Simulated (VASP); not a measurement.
# TmTaSe4 (P6/mmm) in VASP: single point with PBE

Aim: the single point of TmTaSe4 with PBE.

Program: VASP 6.6.1. These are calculated values, not measurements. Logs are shortened: lines on timing, memory, paths and dates and some standing lists are left out, and cuts for length are marked.

## 1. The cell of the first run

Symmetry: P6/mmm, No. 191, hexagonal system. Conventional cell: a = 4.734 Å, b = 4.734 Å, c = 6.367 Å, α = 90.00°, β = 90.00°, γ = 120.00°. Tm (site symmetry 6/mmm) has 2 Ta at 3.18 Å and 12 Se at 3.24 Å within 4.2 Å. Within 4.1 Å of Ta (site symmetry 6/mmm) lie 12 Se at 3.09 Å and 2 Tm at 3.18 Å. Within 3.6 Å of Se (site symmetry 3m) lie 5 Se at 2.73 to 3.46 Å and 3 Ta at 3.09 Å and 3 Tm at 3.24 Å.

The cell was generated, and may not be a known phase.

## 2. Single point, PBE, collinear spin

INCAR

```
SYSTEM = TmTaSe4
ALGO = Normal
EDIFF = 1E-6
ENCUT = 520
GGA = PE
ISIF = 2
ISMEAR = 0
ISPIN = 2
LASPH = .True.
LCHARG = .True.
LELF = .True.
LMAXMIX = 6
LORBIT = 11
LREAL = .False.
LVHAR = .True.
LWAVE = .False.
MAGMOM = 0 0.29 0 0 0 0
NBANDS = 42
NELM = 150
PREC = Accurate
SIGMA = 0.1
```

KPOINTS

```
k-points
0
Gamma
  6 6 4
  0 0 0
```

POSCAR

```
TmTaSe4
1.0
    4.7339574020      0.0000000000      0.0000000000
   -2.3669787010      4.0997273706      0.0000000000
    0.0000000000      0.0000000000      6.3666194959
Tm Ta Se
1 1 4
Direct
    0.0000000000      0.0000000000      0.5000000000
    0.0000000000      0.0000000000      0.0000000000
    0.3333333333      0.6666666667      0.7720072147
    0.3333333333      0.6666666667      0.2279927853
    0.6666666667      0.3333333333      0.7720072147
    0.6666666667      0.3333333333      0.2279927853
```

Potentials or basis: VASP PAW PBE potentials, release 64 (Tm, Ta_pv, Se).

Run with:

```sh
$ cat potpaw_PBE.64/Tm/POTCAR potpaw_PBE.64/Ta_pv/POTCAR potpaw_PBE.64/Se/POTCAR > POTCAR
$ mpirun -np 1 vasp_std > vasp.out
```

OUTCAR:

```text
SYSTEM = TmTaSe4
   EDIFF = 1E-6
   ENCUT = 520
   GGA = PE
   ISIF = 2
   ISMEAR = 0
   ISPIN = 2
   LASPH = .True.
   LORBIT = 11
   LREAL = .False.
   NELM = 150
   PREC = Accurate

 ion  position               nearest neighbor table
   1  0.000  0.000  0.500-   2 3.18   2 3.18   4 3.24   5 3.24   6 3.24   3 3.24   5 3.24   6 3.24
                             3 3.24   4 3.24   5 3.24   6 3.24   3 3.24   4 3.24
   2  0.000  0.000  0.000-   3 3.09   4 3.09   5 3.09   6 3.09   5 3.09   6 3.09   3 3.09   4 3.09
                             5 3.09   6 3.09   3 3.09   4 3.09   1 3.18   1 3.18
   3  0.333  0.667  0.772-   5 2.73   5 2.73   5 2.73   2 3.09   2 3.09   2 3.09   1 3.24   1 3.24
                             1 3.24
   4  0.333  0.667  0.228-   6 2.73   6 2.73   6 2.73   2 3.09   2 3.09   2 3.09   1 3.24   1 3.24
                             1 3.24
   5  0.667  0.333  0.772-   3 2.73   3 2.73   3 2.73   2 3.09   2 3.09   2 3.09   1 3.24   1 3.24
                             1 3.24
   6  0.667  0.333  0.228-   4 2.73   4 2.73   4 2.73   2 3.09   2 3.09   2 3.09   1 3.24   1 3.24
                             1 3.24

  LATTYP: Found a hexagonal cell.
 ALAT       =     4.7339574020
 C/A-ratio  =     1.3448831401

  Lattice vectors:

 A1 = (   4.7339574020,   0.0000000000,   0.0000000000)
 A2 = (  -2.3669787010,   4.0997273706,   0.0000000000)
 A3 = (   0.0000000000,   0.0000000000,   6.3666194959)

Analysis of symmetry for initial positions (statically):
=====================================================================
 Subroutine PRICEL returns:
 Original cell was already a primitive cell.

 Routine SETGRP: Setting up the symmetry group for a
 hexagonal supercell.

 Subroutine GETGRP returns: Found 24 space group operations
 (whereof 24 operations were pure point group operations)
 out of a pool of 24 trial point group operations.

The static configuration has the point symmetry D_6h.

Analysis of symmetry for dynamics (positions and initial velocities):
=====================================================================
 Subroutine PRICEL returns:
 Original cell was already a primitive cell.

 Routine SETGRP: Setting up the symmetry group for a
 hexagonal supercell.

 Subroutine GETGRP returns: Found 24 space group operations
 (whereof 24 operations were pure point group operations)
 out of a pool of 24 trial point group operations.

The dynamic configuration has the point symmetry D_6h.

Analysis of structural, dynamic, and magnetic symmetry:
=====================================================================
 Subroutine PRICEL returns:
 Original cell was already a primitive cell.

 Routine SETGRP: Setting up the symmetry group for a
 hexagonal supercell.

 Subroutine GETGRP returns: Found 24 space group operations
 (whereof 24 operations were pure point group operations)
 out of a pool of 24 trial point group operations.

The overall configuration has the point symmetry D_6h.

 Subroutine INISYM returns: Found 24 space group operations
 (whereof 24 operations are pure point group operations),
 and found     1 'primitive' translations

----------------------------------------------------------------------------------------

                                     Primitive cell

  volume of cell :     123.5629

  direct lattice vectors                    reciprocal lattice vectors
     4.733957402  0.000000000  0.000000000     0.211239755  0.121959329  0.000000000
    -2.366978701  4.099727371  0.000000000     0.000000000  0.243918658  0.000000000
     0.000000000  0.000000000  6.366619496     0.000000000  0.000000000  0.157069227

  length of vectors
     4.733957402  4.733957402  6.366619496     0.243918658  0.243918658  0.157069227

  position of ions in fractional coordinates (direct lattice)
     0.000000000  0.000000000  0.500000000
     0.000000000  0.000000000  0.000000000
     0.333333333  0.666666667  0.772007215
     0.333333333  0.666666667  0.227992785
[... 44 lines left out ...]
  0.166667  0.166667  0.000000      6.000000
  0.333333  0.166667  0.000000     12.000000
[... 13 lines left out ...]
  0.333333  0.166667  0.500000     12.000000
  0.333333  0.333333  0.500000      2.000000
   k-points           NKPTS =     21   k-points in BZ     NKDIM =     21   number of bands    NBANDS=     42
   number of dos      NEDOS =    301   number of ions     NIONS =      6
   total plane-waves  NPLWV =  62208
   dimension x,y,z NGX =    36 NGY =   36 NGZ =   48
   dimension x,y,z NGXF=    72 NGYF=   72 NGZF=   96
   ions per type =               1   1   4
   NGX,Y,Z   is equivalent  to a cutoff of  12.64, 12.64, 12.53 a.u.
   NGXF,Y,Z  is equivalent  to a cutoff of  25.28, 25.28, 25.07 a.u.
 SYSTEM =  TmTaSe4
   PREC   = accura    normal or accurate (medium, high low for compatibility)
   ISTART =      0    job   : 0-new  1-cont  2-samecut
   ICHARG =      2    charge: 1-file 2-atom 10-const
   ISPIN  =      2    spin polarized calculation?
   LNONCOLLINEAR =      F non collinear calculations
   LSORBIT =      F    spin-orbit coupling
   LASPH  =      T    aspherical Exc in radial PAW
   ENCUT  =  520.0 eV  38.22 Ry    6.18 a.u.   8.80  8.80 11.84*2*pi/ulx,y,z
   NELM   =    150;   NELMIN=  2; NELMDL= -5     # of ELM steps
   EDIFF  = 0.1E-05   stopping-criterion for ELM
   LREAL  =      F    real-space projection
   EDIFFG = 0.1E-04   stopping-criterion for IOM
   NSW    =      0    number of steps for IOM
   IBRION =     -1    ionic relax: 0-MD 1-quasi-New 2-CG
   NFREE  =      0    steps in history (QN), initial steepest desc. (CG)
   ISIF   =      2    stress and relaxation
   ISYM   =      2    0-nonsym 1-usesym 2-fastsym
   POTIM  = 0.5000    time-step for ionic-motion
   TEBEG  =    0.0;   TEEND  =   0.0 temperature during run
   PSTRESS=    0.0 pullay stress
   NELECT =      58.0000    total number of electrons
   NUPDOWN=      -1.0000    fix difference up-down
   EMIN   =  10.00;   EMAX   =-10.00  energy-range for DOS
   EFERMI =   0.00;   METHOD = LEGACY
   ISMEAR =     0;   SIGMA  =   0.10  broadening in eV -4-tet -1-fermi 0-gaus
   EFERMI_NEDOS =   21; number of points for ismear=-14 and -15
   IALGO  =     38    algorithm
   IMIX   =      4    mixing-type and parameters
     AMIX     =   0.40;   BMIX     =  1.00
     AMIX_MAG =   1.60;   BMIX_MAG =  1.00
  volume/ion in A,a.u.               =      20.59       138.97
  Fermi-wavevector in a.u.,A,eV,Ry     =   1.272296  2.404290 22.024248  1.618737
  Thomas-Fermi vector in A             =   2.405182
   LORBIT       =     11    0 simple, 1 ext, 2 COOP (PROOUT), +10 PAW based schemes
   GGA     = PE    functional components
   LHFCALC =     F    Hartree Fock is set to
   AEXX    =    0.0000 exact exchange contribution
   IVDW    =     0    specifies the selected vdW correction
   LEPSILON=     F    determine dielectric tensor
   LRPA    =     F    only Hartree local field effects (RPA)
 spin polarized calculation
 Gauss-broadening in eV      SIGMA  =   0.10
  energy-cutoff  :      520.00
  volume of cell :      123.56
 maximum number of plane-waves:      3360
 NGX is ok and might be reduce to    36
   NGX = 17   NGY = 17   NGZ = 23

 number of electron      57.9999994 magnetization       1.6256599

 Free energy of the ion-electron system (eV)
  ---------------------------------------------------
  ext. energy  EPLUGINS =         0.00000000
  ---------------------------------------------------
  free energy    TOTEN  =       -30.29044268 eV

  energy without entropy =      -30.24692673  energy(sigma->0) =      -30.26868470

 E-fermi :   5.7122     XC(G=0): -10.9809

 val. band max:        5.7099606126   @ k =   0.3333   0.3333   0.0000
 cond. band min:       5.7122796979   @ k =   0.1667   0.1667   0.0000
 fundamental gap:      0.0023190853
 Fermi energy:         5.7121702224

 spin component 1

 k-point     1 :       0.0000    0.0000    0.0000
  band No.  band energies     occupation
      1     -44.8969      1.00000
      2     -29.8997      1.00000
      3     -29.8997      1.00000
      4     -29.5444      1.00000
      5     -18.1142      1.00000
      6     -18.1142      1.00000
[... 913 lines left out ...]
     40      10.4440      0.00000
     41      10.5046      0.00000
 Fermi energy:         5.7121702224

 spin component 2

 k-point     1 :       0.0000    0.0000    0.0000
  band No.  band energies     occupation
      1     -44.2647      1.00000
      2     -29.8575      1.00000
      3     -29.8575      1.00000
      4     -29.5348      1.00000
      5     -17.6937      1.00000
      6     -17.6937      1.00000
[... 913 lines left out ...]
     40      10.5639      0.00000
     41      10.5831      0.00000
 [bands above 41 left out]

------------------------ aborting loop because EDIFF is reached ----------------------------------------

  FORCE on cell =-STRESS in cart. coord.  units (eV):
  Direction    XX          YY          ZZ          XY          YZ          ZX
  --------------------------------------------------------------------------------------
  -------------------------------------------------------------------------------------
  Total       14.4463904     14.4463904     16.1838674      0.0000000      0.0000000      0.0000000
  in kB      187.3189484    187.3189484    209.8479233      0.0000000      0.0000000      0.0000000
  external PRESSURE =     194.8286067 kB  Pullay stress =       0.0000000 kB

 VOLUME and BASIS-vectors are now :
 -----------------------------------------------------------------------------
  energy-cutoff  :      520.00
  volume of cell :      123.56
      direct lattice vectors                 reciprocal lattice vectors
     4.733957402  0.000000000  0.000000000     0.211239755  0.121959329  0.000000000
    -2.366978701  4.099727371  0.000000000     0.000000000  0.243918658  0.000000000
     0.000000000  0.000000000  6.366619496     0.000000000  0.000000000  0.157069227

 POSITION                                       TOTAL-FORCE (eV/Angst)
 -----------------------------------------------------------------------------------
      0.00000      0.00000      3.18331        -0.000000      0.000000     -0.000000
      0.00000      0.00000      0.00000        -0.000000      0.000000     -0.000000
     -0.00000      2.73315      4.91508         0.000000     -0.000000      0.086128
     -0.00000      2.73315      1.45154         0.000000     -0.000000     -0.086128
      2.36698      1.36658      4.91508        -0.000000      0.000000      0.086128
      2.36698      1.36658      1.45154        -0.000000      0.000000     -0.086128
 -----------------------------------------------------------------------------------
    total drift:                               -0.000000      0.000000      0.000000

  FREE ENERGIE OF THE ION-ELECTRON SYSTEM (eV)
  ---------------------------------------------------
  free  energy   TOTEN  =       -30.2904426764 eV

  energy  without entropy=      -30.2469267277  energy(sigma->0) =      -30.26868470

 total charge

# of ion       s       p       d       f       tot
--------------------------------------------------
    1        2.109   5.944   0.410  12.419  20.882
    2        0.244   6.040   2.275   0.000   8.559
    3        1.522   2.201   0.069   0.000   3.793
    4        1.522   2.201   0.069   0.000   3.793
    5        1.522   2.201   0.069   0.000   3.793
    6        1.522   2.201   0.069   0.000   3.793
--------------------------------------------------
tot          8.443  20.790   2.961  12.419  44.613

 magnetization (x)

# of ion       s       p       d       f       tot
--------------------------------------------------
    1        0.004  -0.021   0.012   1.424   1.419
    2        0.001   0.001   0.043   0.000   0.045
    3        0.002   0.016   0.001   0.000   0.018
    4        0.002   0.016   0.001   0.000   0.018
    5        0.002   0.016   0.001   0.000   0.018
    6        0.002   0.016   0.001   0.000   0.018
--------------------------------------------------
tot          0.012   0.043   0.059   1.424   1.538
```

It took 11 min on 1 thread of Intel Xeon Platinum 8375C at 2.90GHz (Ice Lake), shared host; peak memory 0.42 GiB.

Results:

- Free energy: -30.2904 eV
- Pressure: 19.5 GPa
- Largest force: 0.086 eV/Å
- Net moment: 1.63 μB per cell
- Site moments: Tm +1.42; Ta +0.04; Se +0.02 μB
- Valence electrons inside the program's atomic spheres: Tm 20.88; Ta 8.56; Se 3.79

Forces in eV/Å, atoms in the order of the input:
```
Tm   0.000  0.000  0.000
Ta   0.000  0.000  0.000
Se   0.000  0.000  0.086
Se   0.000  0.000 -0.086
Se   0.000  0.000  0.086
Se   0.000  0.000 -0.086
```

Caveat: the magnetic or orbital state may not be the lowest; the cell stands under pressure; spin-orbit coupling is left out, which moves the levels of the heavy elements; semilocal functionals describe open f shells poorly, which spoils levels, moments and volumes.
